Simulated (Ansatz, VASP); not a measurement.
**One calculation of KMgF3, two programs**

Contents of INCAR:

```
PREC = Accurate
ENCUT = 520
EDIFF = 1E-6
ISMEAR = 0
SIGMA = 0.01
LREAL = False
LASPH = True
NELM = 80
ALGO = Normal
ISIF = 2
LWAVE = False
LCHARG = False
GGA = PE
NBANDS = 24
```

Contents of KPOINTS:

```
Automatic mesh
0
Gamma
  6 6 6
```

Contents of POSCAR:

```
KMgF3
1.0
    3.9242219515      0.0000000000      0.0000000000
    0.0000000000      3.9242219515      0.0000000000
    0.0000000000      0.0000000000      3.9242219515
K Mg F
1 1 3
Direct
    0.5000000000      0.5000000000      0.5000000000
    0.0000000000      0.0000000000      0.0000000000
    0.5000000000      0.0000000000      0.0000000000
    0.0000000000      0.5000000000      0.0000000000
    0.0000000000      0.0000000000      0.5000000000
```

Input for Ansatz:

```yaml
crystal:
  lattice:
    - [3.9242219515, 0.0, 0.0]
    - [0.0, 3.9242219515, 0.0]
    - [0.0, 0.0, 3.9242219515]
  atoms:
    - { symbol: K, position: [0.5, 0.5, 0.5] }
    - { symbol: Mg, position: [0.0, 0.0, 0.0] }
    - { symbol: F, position: [0.5, 0.0, 0.0] }
    - { symbol: F, position: [0.0, 0.5, 0.0] }
    - { symbol: F, position: [0.0, 0.0, 0.5] }
scf:
  occupations: { method: fixed }
output:
  forces: true
  stress: true
  eigenvalues: true
  write_density: true
  write_potential: true
  elf: true
  volumetric_format: npy
hamiltonian:
  xc: pbe
basis:
  ecutwfc: 560
kpoints:
  mp_grid: { grid: [6, 6, 6] }
```

Alike in both runs: task single point; functional PBE; k mesh 6 × 6 × 6; no spin polarisation.

|  | VASP | Ansatz |
| --- | --- | --- |
| version | VASP 6.6.1 | Ansatz 0.2.0 |
| potentials or method | VASP PAW PBE potentials, release 64 (K_sv, Mg, F), cutoff 520 eV | scalar-relativistic, plane waves, PAW |
| occupations | gaussian, width 0.01 eV | fixed |
| valence electrons in the cell | 32 | 40 |

|  | VASP | Ansatz | Ansatz less VASP |
| --- | --- | --- | --- |
| gap on the k mesh at the Fermi level (eV) | 7.67 | 7.70 | +0.028 |
| least direct gap on the mesh (eV) | 7.99 | 8.02 | +0.025 |
| pressure (GPa) | 7.6 | 8.0 | +0.40 |

VASP's potentials hold 32 valence electrons a cell and Ansatz's 40, so a difference there can come from the potentials and not from the codes.
